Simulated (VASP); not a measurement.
Write the native input for VASP 6.6.1 that does the following.

```
Task                               : single point
Functional                         : B3LYP
Potentials or basis                : VASP PAW PBE potentials, release 64 (Ti_sv, Al)
Cutoff                             : 520 eV
k mesh                             : 4 × 4 × 4
Occupations                        : fermi-dirac, width 0.05 eV
Spin                               : no spin polarisation
Dipole correction                  : no
Grid for exact exchange (PRECFOCK) : Normal
Further INCAR settings             : ALGO = Normal; EDIFF = 1e-06; NBANDS = 14
```

The system is TiAl.

```
Ti Al
1.0
     3.17906    0.00000    0.00000
     0.00000    3.17906    0.00000
     0.00000    0.00000    3.17906
Ti Al
1 1
Direct
  0.00000 0.00000 0.00000
  0.50000 0.50000 0.50000
```

The input as run:

POSCAR

```
TiAl
1.0
    3.1790640000      0.0000000000      0.0000000000
    0.0000000000      3.1790640000      0.0000000000
    0.0000000000      0.0000000000      3.1790640000
Ti Al
1 1
Direct
    0.0000000000      0.0000000000      0.0000000000
    0.5000000000      0.5000000000      0.5000000000
```

INCAR.step1

```
SYSTEM = TiAl
PREC     = Accurate       ! precision mode
ENCUT    = 520            ! plane-wave cutoff, eV
EDIFF    = 1E-5           ! SCF threshold, eV
ISMEAR   = -1             ! smearing method
SIGMA    = 0.05           ! smearing width, eV
LREAL    = .False.        ! projectors in reciprocal space
LASPH    = .True.         ! aspherical terms in the spheres
NELM     = 60             ! most SCF steps
ALGO     = Normal         ! electronic algorithm
ISIF     = 2              ! what is computed and relaxed
LWAVE    = .True.         ! write WAVECAR
LCHARG   = .False.        ! write CHGCAR
NBANDS   = 14             ! bands
GGA      = PE             ! functional
```

INCAR.step2

```
SYSTEM = TiAl
PREC     = Accurate       ! precision mode
ENCUT    = 520            ! plane-wave cutoff, eV
EDIFF    = 1E-6           ! SCF threshold, eV
ISMEAR   = -1             ! smearing method
SIGMA    = 0.05           ! smearing width, eV
LREAL    = .False.        ! projectors in reciprocal space
LASPH    = .True.         ! aspherical terms in the spheres
NELM     = 60             ! most SCF steps
ALGO     = Normal         ! electronic algorithm
ISIF     = 2              ! what is computed and relaxed
LWAVE    = .False.        ! write WAVECAR
LCHARG   = .False.        ! write CHGCAR
GGA      = B3             ! functional
LHFCALC  = .True.         ! exact exchange
AEXX     = 0.2            ! exact-exchange fraction
AGGAX    = 0.72         
AGGAC    = 0.81         
ALDAC    = 0.19         
PRECFOCK = Normal       
NBANDS   = 14             ! bands
ISTART   = 1
```

KPOINTS

```
regular mesh
0
Gamma
  4 4 4
  0 0 0
```

Potentials or basis: VASP PAW PBE potentials, release 64 (Ti_sv, Al).

Command:

```bash
$ cat potpaw_PBE.64/Ti_sv/POTCAR potpaw_PBE.64/Al/POTCAR > POTCAR
$ cp INCAR.step1 INCAR
$ mpirun -np 1 vasp_std > vasp.out
$ cp INCAR.step2 INCAR
$ mpirun -np 1 vasp_std > vasp.out
```

It gave:

```
Pressure : 1.7 GPa
```

Caveat: the k points lie up to 0.49 Å⁻¹ apart; the PAW data sets were made with another functional, which shifts forces and pressure a little.

Wall time 4.7 min on 1 thread of Intel(R) Xeon(R) Platinum 8259CL CPU @ 2.50GHz (Skylake/Cascade Lake), with other jobs on the host, peak memory 0.15 GiB.
